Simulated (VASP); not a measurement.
**NaCl: single point with PBEsol**

Crystal: NaCl.

```
CELL_PARAMETERS angstrom
0.00000 2.83175 2.83175
2.83175 0.00000 2.83175
2.83175 2.83175 0.00000
ATOMIC_POSITIONS crystal
Na 0.78812 0.00000 0.00000
Cl 0.50000 0.50000 0.50000
```

This cell differs from its parent crystal: atom 1 (Na) moved by (-0.600, -0.600) A along y and z.

```
Program                : VASP 6.6.1
Task                   : single point
Functional             : PBEsol
Potentials or basis    : VASP PAW PBE potentials, release 64 (Na_pv, Cl)
Cutoff                 : 520 eV
k mesh                 : 8 × 8 × 8
Occupations            : gaussian, width 0.05 eV
Spin                   : no spin polarisation
Dipole correction      : no
Further INCAR settings : ALGO = Normal; EDIFF = 1e-06; NBANDS = 14
```

```
Pressure               : 7.0 GPa
Largest force          : 1.644 eV/Å
Band gap on the k mesh : 4.93 eV
```

Forces in eV/Å, atoms in the order of the input:
```
Na   0.000  1.163  1.163
Cl   0.000 -1.163 -1.163
```

Stress tensor (GPa, compression positive):
```
-1.72  0.00  0.00
 0.00 11.33 -6.12
 0.00 -6.12 11.33
```

Levels at points of the mesh, in eV from the valence-band top:
```csv
k point,band 4,band 5,band 6,band 7,band 8,band 9,band 10,band 11
"(0.00, 0.00, 0.00)",-12.63,-0.20,-0.01,0.00,4.93,10.89,11.52,11.58
"(0.50, 0.00, 0.00)",-12.32,-1.83,-0.41,-0.21,7.35,9.85,10.91,11.45
"(0.00, 0.50, 0.00)",-12.25,-1.91,-0.27,-0.11,7.08,9.68,10.93,11.71
"(0.50, 0.50, 0.00)",-12.19,-1.62,-0.60,-0.58,7.21,8.10,11.12,14.51
"(0.00, 0.50, 0.50)",-12.25,-1.62,-0.72,-0.57,7.27,8.43,11.16,14.22
```

Wall time 51 s on 1 thread of Intel(R) Xeon(R) Platinum 8259CL CPU @ 2.50GHz (Skylake/Cascade Lake), with other jobs on the host, peak memory 0.19 GiB.

Caveat: the cell differs from its parent crystal (atom 1 (Na) moved by (-0.600, -0.600) A along y and z); the stress differs along the axes, from -2 to 11 GPa; the PAW data sets were made with another functional, which shifts forces and pressure a little. A k mesh can miss the band edges.
